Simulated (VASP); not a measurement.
# InSb2As3 (P6/mmm) in VASP: notebook

InSb2As3 is run at these levels: PBE; tasks: single point.

Everything below comes from runs of VASP 6.6.1. Logs are shortened: lines on timing, memory, paths and dates and some standing lists are left out, and cuts for length are marked.

**1. The cell of the first run**

It takes space group P6/mmm (No. 191, hexagonal). The conventional cell has a = 6.952 Å, b = 6.952 Å, c = 4.043 Å, α = 90.00°, β = 90.00°, γ = 120.00°. Within 4.6 Å of In (site symmetry 6/mmm) lie 6 As at 3.48 Å and 2 In at 4.04 Å and 12 Sb at 4.49 Å. Sb (site symmetry -6m2) has 6 As at 2.85 Å within 3.8 Å. Within 3.8 Å of As (site symmetry mmm) lie 4 Sb at 2.85 Å and 4 As at 3.48 Å and 2 In at 3.48 Å.

**2. Single point, PBE**

The input, INCAR:

```
SYSTEM = InSb2As3
PREC     = Accurate       ! precision mode
ENCUT    = 520            ! plane-wave cutoff, eV
EDIFF    = 1E-6           ! SCF threshold, eV
ISMEAR   = 0              ! smearing method
SIGMA    = 0.1            ! smearing width, eV
LREAL    = .False.        ! projectors in reciprocal space
LASPH    = .True.         ! aspherical terms in the spheres
NELM     = 100            ! most SCF steps
ALGO     = Normal         ! electronic algorithm
ISIF     = 2              ! what is computed and relaxed
LWAVE    = .False.        ! write WAVECAR
LCHARG   = .False.        ! write CHGCAR
GGA      = PE             ! functional
NBANDS   = 28             ! bands
```

The input, KPOINTS:

```
regular mesh
0
Gamma
  3 3 4
  0 0 0
```

The input, POSCAR:

```
InSb2As3
1.0
    6.9516228379      0.0000000000      0.0000000000
   -3.4758114190      6.0202819751      0.0000000000
    0.0000000000      0.0000000000      4.0429892204
In Sb As
1 2 3
Direct
    0.0000000000      0.0000000000      0.5000000000
    0.3333333333      0.6666666667      0.0000000000
    0.6666666667      0.3333333333      0.0000000000
    0.5000000000      0.0000000000      0.5000000000
    0.0000000000      0.5000000000      0.5000000000
    0.5000000000      0.5000000000      0.5000000000
```

Potentials or basis: VASP PAW PBE potentials, release 64 (In_d, Sb, As).

On the command line:

```bash
> cat potpaw_PBE.64/In_d/POTCAR potpaw_PBE.64/Sb/POTCAR potpaw_PBE.64/As/POTCAR > POTCAR
> mpirun -np 1 vasp_std > vasp.out
```

OUTCAR:

```text
SYSTEM = InSb2As3
   PREC = Accurate
   ENCUT = 520
   EDIFF = 1E-6
   ISMEAR = 0
   LREAL = .False.
   LASPH = .True.
   NELM = 100
   ISIF = 2
   GGA = PE

 ion  position               nearest neighbor table
   1  0.000  0.000  0.500-
   2  0.333  0.667  0.000-   4 2.85   4 2.85   5 2.85   5 2.85   6 2.85   6 2.85
   3  0.667  0.333  0.000-   4 2.85   4 2.85   5 2.85   5 2.85   6 2.85   6 2.85
   4  0.500  0.000  0.500-   2 2.85   3 2.85   2 2.85   3 2.85
   5  0.000  0.500  0.500-   2 2.85   3 2.85   2 2.85   3 2.85
   6  0.500  0.500  0.500-   2 2.85   3 2.85   2 2.85   3 2.85

  LATTYP: Found a hexagonal cell.
 ALAT       =     6.9516228379
 C/A-ratio  =     0.5815892655

  Lattice vectors:

 A1 = (   6.9516228379,   0.0000000000,   0.0000000000)
 A2 = (  -3.4758114190,   6.0202819751,   0.0000000000)
 A3 = (   0.0000000000,   0.0000000000,   4.0429892204)

Analysis of symmetry for initial positions (statically):
=====================================================================
 Subroutine PRICEL returns:
 Original cell was already a primitive cell.

 Routine SETGRP: Setting up the symmetry group for a
 hexagonal supercell.

 Subroutine GETGRP returns: Found 24 space group operations
 (whereof 24 operations were pure point group operations)
 out of a pool of 24 trial point group operations.

The static configuration has the point symmetry D_6h.

Analysis of symmetry for dynamics (positions and initial velocities):
=====================================================================
 Subroutine PRICEL returns:
 Original cell was already a primitive cell.

 Routine SETGRP: Setting up the symmetry group for a
 hexagonal supercell.

 Subroutine GETGRP returns: Found 24 space group operations
 (whereof 24 operations were pure point group operations)
 out of a pool of 24 trial point group operations.

The dynamic configuration has the point symmetry D_6h.

 Subroutine INISYM returns: Found 24 space group operations
 (whereof 24 operations are pure point group operations),
 and found     1 'primitive' translations

----------------------------------------------------------------------------------------

                                     Primitive cell

  volume of cell :     169.2020

  direct lattice vectors                    reciprocal lattice vectors
     6.951622838  0.000000000  0.000000000     0.143851303  0.083052588  0.000000000
    -3.475811419  6.020281975  0.000000000     0.000000000  0.166105176  0.000000000
     0.000000000  0.000000000  4.042989220     0.000000000  0.000000000  0.247341743

  length of vectors
     6.951622838  6.951622838  4.042989220     0.166105176  0.166105176  0.247341743

  position of ions in fractional coordinates (direct lattice)
     0.000000000  0.000000000  0.500000000
     0.333333333  0.666666667  0.000000000
     0.666666667  0.333333333  0.000000000
     0.500000000  0.000000000  0.500000000
     0.000000000  0.500000000  0.500000000
     0.500000000  0.500000000  0.500000000

  ion indices of the primitive-cell ions
   primitive index   ion index
                 1           1
                 2           2
                 3           3
                 4           4
                 5           5
                 6           6

----------------------------------------------------------------------------------------

 KPOINTS: regular mesh

Automatic generation of k-mesh.
 Grid dimensions read from file:
 generate k-points for:    3    3    4

 Generating k-lattice:

  Cartesian coordinates                     Fractional coordinates (reciprocal lattice)
     0.047950434  0.027684196  0.000000000     0.333333333  0.000000000  0.000000000
     0.000000000  0.055368392  0.000000000     0.000000000  0.333333333  0.000000000
     0.000000000  0.000000000  0.061835436     0.000000000  0.000000000  0.250000000

  Length of vectors
     0.055368392  0.055368392  0.061835436

  Shift w.r.t. Gamma in fractional coordinates (k-lattice)
     0.000000000  0.000000000  0.000000000

 Subroutine IBZKPT returns following result:
 ===========================================

 Found      9 irreducible k-points:

 Following reciprocal coordinates:
            Coordinates               Weight
  0.000000  0.000000  0.000000      1.000000
  0.333333 -0.000000  0.000000      6.000000
  0.333333  0.333333  0.000000      2.000000
  0.000000  0.000000  0.250000      2.000000
  0.333333 -0.000000  0.250000     12.000000
  0.333333  0.333333  0.250000      4.000000
  0.000000  0.000000  0.500000      1.000000
  0.333333 -0.000000  0.500000      6.000000
  0.333333  0.333333  0.500000      2.000000
   k-points           NKPTS =      9   k-points in BZ     NKDIM =      9   number of bands    NBANDS=     28
   number of dos      NEDOS =    301   number of ions     NIONS =      6
   total plane-waves  NPLWV =  87480
   dimension x,y,z NGX =    54 NGY =   54 NGZ =   30
   dimension x,y,z NGXF=   108 NGYF=  108 NGZF=   60
   ions per type =               1   2   3
   NGX,Y,Z   is equivalent  to a cutoff of  12.91, 12.91, 12.34 a.u.
   NGXF,Y,Z  is equivalent  to a cutoff of  25.83, 25.83, 24.67 a.u.
 SYSTEM =  InSb2As3
   PREC   = accura    normal or accurate (medium, high low for compatibility)
   ISTART =      0    job   : 0-new  1-cont  2-samecut
   ICHARG =      2    charge: 1-file 2-atom 10-const
   ISPIN  =      1    spin polarized calculation?
   LNONCOLLINEAR =      F non collinear calculations
   LSORBIT =      F    spin-orbit coupling
   LASPH  =      T    aspherical Exc in radial PAW
   ENCUT  =  520.0 eV  38.22 Ry    6.18 a.u.  12.93 12.93  7.52*2*pi/ulx,y,z
   NELM   =    100;   NELMIN=  2; NELMDL= -5     # of ELM steps
   EDIFF  = 0.1E-05   stopping-criterion for ELM
   LREAL  =      F    real-space projection
   EDIFFG = 0.1E-04   stopping-criterion for IOM
   NSW    =      0    number of steps for IOM
   IBRION =     -1    ionic relax: 0-MD 1-quasi-New 2-CG
   NFREE  =      0    steps in history (QN), initial steepest desc. (CG)
   ISIF   =      2    stress and relaxation
   ISYM   =      2    0-nonsym 1-usesym 2-fastsym
   POTIM  = 0.5000    time-step for ionic-motion
   TEBEG  =    0.0;   TEEND  =   0.0 temperature during run
   PSTRESS=    0.0 pullay stress
   NELECT =      38.0000    total number of electrons
   NUPDOWN=      -1.0000    fix difference up-down
   EMIN   =  10.00;   EMAX   =-10.00  energy-range for DOS
   EFERMI =   0.00;   METHOD = LEGACY
   ISMEAR =     0;   SIGMA  =   0.10  broadening in eV -4-tet -1-fermi 0-gaus
   EFERMI_NEDOS =   21; number of points for ismear=-14 and -15
   IALGO  =     38    algorithm
   IMIX   =      4    mixing-type and parameters
     AMIX     =   0.40;   BMIX     =  1.00
     AMIX_MAG =   1.60;   BMIX_MAG =  1.00
  volume/ion in A,a.u.               =      28.20       190.31
  Fermi-wavevector in a.u.,A,eV,Ry     =   0.995102  1.880470 13.472863  0.990227
  Thomas-Fermi vector in A             =   2.127099
   LORBIT       =      0    0 simple, 1 ext, 2 COOP (PROOUT), +10 PAW based schemes
   GGA     = PE    functional components
   LHFCALC =     F    Hartree Fock is set to
   AEXX    =    0.0000 exact exchange contribution
   IVDW    =     0    specifies the selected vdW correction
   LEPSILON=     F    determine dielectric tensor
   LRPA    =     F    only Hartree local field effects (RPA)
 non-spin polarized calculation
 Gauss-broadening in eV      SIGMA  =   0.10
  energy-cutoff  :      520.00
  volume of cell :      169.20
 maximum number of plane-waves:      4617
 NGX is ok and might be reduce to    54
   NGX = 25   NGY = 25   NGZ = 15

 number of electron      38.0000009 magnetization

 Free energy of the ion-electron system (eV)
  ---------------------------------------------------
  ext. energy  EPLUGINS =         0.00000000
  ---------------------------------------------------
  free energy    TOTEN  =       -23.00916563 eV

  energy without entropy =      -23.00071338  energy(sigma->0) =      -23.00493950

 E-fermi :   4.9829     XC(G=0):  -9.2708

 val. band max:        4.9671904268   @ k =   0.3333   0.3333   0.5000
 cond. band min:       5.0160994255   @ k =   0.0000   0.0000   0.5000
 fundamental gap:      0.0489089987
 Fermi energy:         4.9828837432

 k-point     1 :       0.0000    0.0000    0.0000
  band No.  band energies     occupation
      1      -9.3727      2.00000
      2      -9.2972      2.00000
      3      -9.2972      2.00000
      4      -9.2369      2.00000
      5      -9.2369      2.00000
      6      -8.1773      2.00000
[... 20 lines left out ...]
     27       9.6981      0.00000
     28       9.8998      0.00000

 k-point     2 :       0.3333   -0.0000    0.0000
  band No.  band energies     occupation
      1      -9.3688      2.00000
      2      -9.2973      2.00000
      3      -9.2972      2.00000
      4      -9.2376      2.00000
      5      -9.2337      2.00000
      6      -7.8848      2.00000
[... 20 lines left out ...]
     27       9.2773      0.00000
     28       9.6737      0.00000

 k-point     3 :       0.3333    0.3333    0.0000
  band No.  band energies     occupation
      1      -9.3671      2.00000
      2      -9.2973      2.00000
      3      -9.2973      2.00000
      4      -9.2352      2.00000
      5      -9.2352      2.00000
      6      -7.3912      2.00000
[... 20 lines left out ...]
     27       8.3702      0.00000
     28       9.4422      0.00000

 k-point     4 :       0.0000    0.0000    0.2500
  band No.  band energies     occupation
      1      -9.3433      2.00000
      2      -9.3061      2.00000
      3      -9.3061      2.00000
      4      -9.2353      2.00000
      5      -9.2353      2.00000
      6      -7.6541      2.00000
[... 113 lines left out ...]
     27      10.4284      0.00000
     28      10.4284      0.00000

 k-point     8 :       0.3333   -0.0000    0.5000
  band No.  band energies     occupation
      1      -9.3154      2.00000
      2      -9.3150      2.00000
      3      -9.3118      2.00000
      4      -9.2336      2.00000
      5      -9.2314      2.00000
      6      -6.3180      2.00000
[... 20 lines left out ...]
     27       9.4811      0.00000
     28      10.0670      0.00000

 k-point     9 :       0.3333    0.3333    0.5000
  band No.  band energies     occupation
      1      -9.3153      2.00000
      2      -9.3153      2.00000
      3      -9.3107      2.00000
      4      -9.2319      2.00000
      5      -9.2319      2.00000
      6      -5.8739      2.00000
[... 20 lines left out ...]
     27       9.1063      0.00000
     28      11.1086      0.00000

------------------------ aborting loop because EDIFF is reached ----------------------------------------

  FORCE on cell =-STRESS in cart. coord.  units (eV):
  Direction    XX          YY          ZZ          XY          YZ          ZX
  --------------------------------------------------------------------------------------
  -------------------------------------------------------------------------------------
  Total        0.1937074      0.1937074      0.1033307     -0.0000000      0.0000000      0.0000000
  in kB        1.8342188      1.8342188      0.9784406     -0.0000000      0.0000000      0.0000000
  external PRESSURE =       1.5489594 kB  Pullay stress =       0.0000000 kB

 VOLUME and BASIS-vectors are now :
 -----------------------------------------------------------------------------
  energy-cutoff  :      520.00
  volume of cell :      169.20
      direct lattice vectors                 reciprocal lattice vectors
     6.951622838  0.000000000  0.000000000     0.143851303  0.083052588  0.000000000
    -3.475811419  6.020281975  0.000000000     0.000000000  0.166105176  0.000000000
     0.000000000  0.000000000  4.042989220     0.000000000  0.000000000  0.247341743

 POSITION                                       TOTAL-FORCE (eV/Angst)
 -----------------------------------------------------------------------------------
      0.00000      0.00000      2.02149         0.000000      0.000000      0.000000
     -0.00000      4.01352      0.00000        -0.000000     -0.000000      0.000000
      3.47581      2.00676      0.00000         0.000000      0.000000      0.000000
      3.47581      0.00000      2.02149        -0.000000      0.000000      0.000000
     -1.73791      3.01014      2.02149        -0.000000      0.000000      0.000000
      1.73791      3.01014      2.02149         0.000000      0.000000      0.000000
 -----------------------------------------------------------------------------------
    total drift:                                0.000000      0.000000      0.000000

  FREE ENERGIE OF THE ION-ELECTRON SYSTEM (eV)
  ---------------------------------------------------
  free  energy   TOTEN  =       -23.0091656257 eV

  energy  without entropy=      -23.0007133785  energy(sigma->0) =      -23.00493950
```

Run time: 50 s. Hardware: 1 thread of Intel Xeon Platinum 8259CL at 2.50GHz (Skylake/Cascade Lake), shared host; peak memory 0.3 GiB.

Results:

| Quantity | Value |
| --- | --- |
| Free energy | -23.0092 eV |
| Pressure | 0.2 GPa |
| Band gap on the k mesh | zero (band 19 reaches 5.61 eV, above the bottom of band 20 at 4.64 eV) |

Levels at points of the mesh, in eV from the Fermi level:
| k point | band 17 | band 18 | band 19 | band 20 | band 21 | band 22 |
| --- | --- | --- | --- | --- | --- | --- |
| (0.00, 0.00, 0.00) | -0.29 | -0.29 | -0.15 | 0.17 | 0.53 | 0.53 |
| (0.00, 0.00, 0.50) | -0.62 | -0.62 | 0.03 | 1.01 | 1.01 | 1.22 |

Caveat: the k points lie up to 0.39 Å⁻¹ apart; spin-orbit coupling is left out, which moves the levels of the heavy elements.

**3. Single point, PBE**

This run uses another cell than the first one, of 26.43 Å³/atom, 0.937 times its volume.

The input, INCAR:

```
SYSTEM = InSb2As3
PREC = Accurate
ENCUT = 520
EDIFF = 1E-7
ISMEAR = 0
SIGMA = 0.1
LREAL = .False.
LASPH = .True.
NELM = 100
ALGO = Normal
ISIF = 2
LWAVE = .False.
LCHARG = .False.
GGA = PE
NBANDS = 28
```

The input, KPOINTS:

```
Automatic mesh
0
Gamma
  6 6 2
  0 0 0
```

POSCAR: that of step 2 with these lines changed.

```diff
@@ -2,5 +2,5 @@
 1.0
-    6.9516228379      0.0000000000      0.0000000000
-   -3.4758114190      6.0202819751      0.0000000000
-    0.0000000000      0.0000000000      4.0429892204
+    6.2269024901     -0.0000000038      0.0000000000
+   -3.1134512418      5.3926557452      0.0000000000
+    0.0000000000      0.0000000000      4.7230630554
 In Sb As
```

Potentials or basis: VASP PAW PBE potentials, release 64 (In_d, Sb, As).

On the command line:

```bash
> cat potpaw_PBE.64/In_d/POTCAR potpaw_PBE.64/Sb/POTCAR potpaw_PBE.64/As/POTCAR > POTCAR
> mpirun -np 1 vasp_std > vasp.out
```

Wall time 59 s (1 thread of Intel Xeon Platinum 8259CL at 2.50GHz (Skylake/Cascade Lake), shared host); peak memory 0.3 GiB.

It converged, with:

```
Free energy            : -23.0919 eV
Pressure               : 0.0 GPa
Band gap on the k mesh : zero (band 19 reaches 6.52 eV, above the bottom of band 20 at 4.87 eV)
```

Stress tensor (GPa, compression positive):
```
 0.11  0.00  0.00
 0.00  0.11  0.00
 0.00  0.00 -0.19
```

Levels at points of the mesh, in eV from the Fermi level:
| k point | band 17 | band 18 | band 19 | band 20 | band 21 | band 22 |
| --- | --- | --- | --- | --- | --- | --- |
| (0.00, 0.00, 0.00) | -1.24 | -1.24 | -1.15 | -1.15 | 0.83 | 0.83 |
| (0.50, 0.00, 0.00) | -2.18 | -1.31 | -1.23 | 0.19 | 0.38 | 1.29 |
| (0.00, 0.00, 0.50) | -0.62 | -0.62 | -0.02 | 1.49 | 1.66 | 1.66 |
| (0.50, 0.00, 0.50) | -1.32 | -1.21 | 0.46 | 0.54 | 0.66 | 2.05 |

Caveat: the k points lie up to 0.67 Å⁻¹ apart; spin-orbit coupling is left out, which moves the levels of the heavy elements.
